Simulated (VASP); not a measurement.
A run of VASP 6.6.1 is set up as follows.

Contents of INCAR:

```
SYSTEM = Al4NiPd3
PREC     = Accurate       ! precision mode
ENCUT    = 600            ! plane-wave cutoff, eV
EDIFF    = 1E-6           ! SCF threshold, eV
ISMEAR   = 0              ! smearing method
SIGMA    = 0.1            ! smearing width, eV
LREAL    = .False.        ! projectors in reciprocal space
LASPH    = .True.         ! aspherical terms in the spheres
NELM     = 80             ! most SCF steps
ALGO     = Fast           ! electronic algorithm
ISIF     = 4              ! what is computed and relaxed
LWAVE    = .False.        ! write WAVECAR
LCHARG   = .False.        ! write CHGCAR
GGA      = PE             ! functional
IBRION   = 2              ! ionic algorithm
NSW      = 50             ! ionic steps
EDIFFG   = -0.01          ! ionic threshold
```

Contents of KPOINTS:

```
Automatic mesh
0
Gamma
  10 10 6
  0 0 0
```

File POSCAR:

```
Al4NiPd3
1.0
    4.0985753598      0.0000000000      0.0000000000
    0.0000000000      4.0985753598      0.0000000000
    0.0000000000      0.0000000000      5.8634345451
Al Ni Pd
4 1 3
Direct
    0.5000000000      0.0000000000      0.7592168261
    0.0000000000      0.5000000000      0.7592168261
    0.5000000000      0.0000000000      0.2407831739
    0.0000000000      0.5000000000      0.2407831739
    0.5000000000      0.5000000000      0.0000000000
    0.0000000000      0.0000000000      0.0000000000
    0.0000000000      0.0000000000      0.5000000000
    0.5000000000      0.5000000000      0.5000000000
```

Potentials or basis: VASP PAW PBE potentials, release 64 (Al, Ni, Pd).

Run with:

```sh
$ cat potpaw_PBE.64/Al/POTCAR potpaw_PBE.64/Ni/POTCAR potpaw_PBE.64/Pd/POTCAR > POTCAR
$ mpirun -np 1 vasp_std > vasp.out
```

What does it give for the band gap on the k mesh?

Zero (bands 26 and 27 overlap by 3.37 eV).

Final structure:
```cif
data_structure
_symmetry_space_group_name_H-M 'P 1'
_symmetry_Int_Tables_number 1
_cell_length_a 4.0989
_cell_length_b 4.0989
_cell_length_c 5.8625
_cell_angle_alpha 90.000
_cell_angle_beta 90.000
_cell_angle_gamma 90.000
_cell_volume 98.50
loop_
_atom_site_label
_atom_site_type_symbol
_atom_site_fract_x
_atom_site_fract_y
_atom_site_fract_z
_atom_site_occupancy
Al1 Al 0.50000 0.00000 0.75930 1
Al2 Al 0.00000 0.50000 0.75930 1
Al3 Al 0.50000 0.00000 0.24070 1
Al4 Al 0.00000 0.50000 0.24070 1
Ni1 Ni 0.50000 0.50000 0.00000 1
Pd1 Pd 0.00000 0.00000 0.00000 1
Pd2 Pd 0.00000 0.00000 0.50000 1
Pd3 Pd 0.50000 0.50000 0.50000 1
```

Spin polarisation is off, so any magnetic state and its effect on volume and gap are missing.
